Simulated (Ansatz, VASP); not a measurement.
# RbTl3 in VASP and in Ansatz

INCAR

```
SYSTEM = RbTl3
PREC = Accurate
ENCUT = 520
EDIFF = 1E-7
ISMEAR = 0
SIGMA = 0.05
LREAL = .FALSE.
LASPH = .TRUE.
NELM = 60
ALGO = Fast
ISIF = 2
LWAVE = .FALSE.
LCHARG = .FALSE.
NBANDS = 32
```

File KPOINTS:

```
Automatic mesh
0
G
  8 8 8
  0 0 0
```

The input POSCAR:

```
RbTl3
1.0
    0.0000000000      4.2765350268      4.2765350268
    4.2765350268      0.0000000000      4.2765350268
    4.2765350268      4.2765350268      0.0000000000
Rb Tl
1 3
Direct
    0.0000000000      0.0000000000      0.0000000000
    0.2500000000      0.2500000000      0.2500000000
    0.7500000000      0.7500000000      0.7500000000
    0.5000000000      0.5000000000      0.5000000000
```

Input for Ansatz:

```yaml
crystal:
  lattice:
    - [0.0, 4.2765350268, 4.2765350268]
    - [4.2765350268, 0.0, 4.2765350268]
    - [4.2765350268, 4.2765350268, 0.0]
  atoms:
    - { symbol: Rb, position: [0.0, 0.0, 0.0] }
    - { symbol: Tl, position: [0.25, 0.25, 0.25] }
    - { symbol: Tl, position: [0.75, 0.75, 0.75] }
    - { symbol: Tl, position: [0.5, 0.5, 0.5] }
basis:
  ecutwfc: 420
  fft_grid_basis: typed
kpoints:
  mp_grid: { grid: [8, 8, 8] }
hamiltonian:
  xc: lda
  pseudopotentials: { kind: paw }
scf:
  occupations: { method: gaussian, width: 0.05 }
output:
  forces: true
  stress: true
  eigenvalues: true
  bader: true
  write_density: true
  volumetric_format: npy
  elf: true
```

Alike in both runs: task single point; functional LDA; k mesh 8 × 8 × 8; occupations gaussian, width 0.05 eV; no spin polarisation.

```csv
,VASP,Ansatz
version,VASP 6.6.1,Ansatz 0.2.0
potentials or method,"VASP PAW LDA potentials, release 64 (Rb_sv, Tl_d), cutoff 520 eV","scalar-relativistic, plane waves, PAW"
valence electrons in the cell,48,48
```

```tsv
	VASP	Ansatz	Ansatz less VASP
gap on the k mesh at the Fermi level (eV)	none	none	-
pressure (GPa)	-4.0	-4.0	+0.03
```

LDA's correlation is that of Perdew and Zunger in VASP and of Perdew and Wang (1992) in Ansatz. A gap of «none» marks a metal or a gap that the smearing closes.

Neither program's run includes spin-orbit coupling.
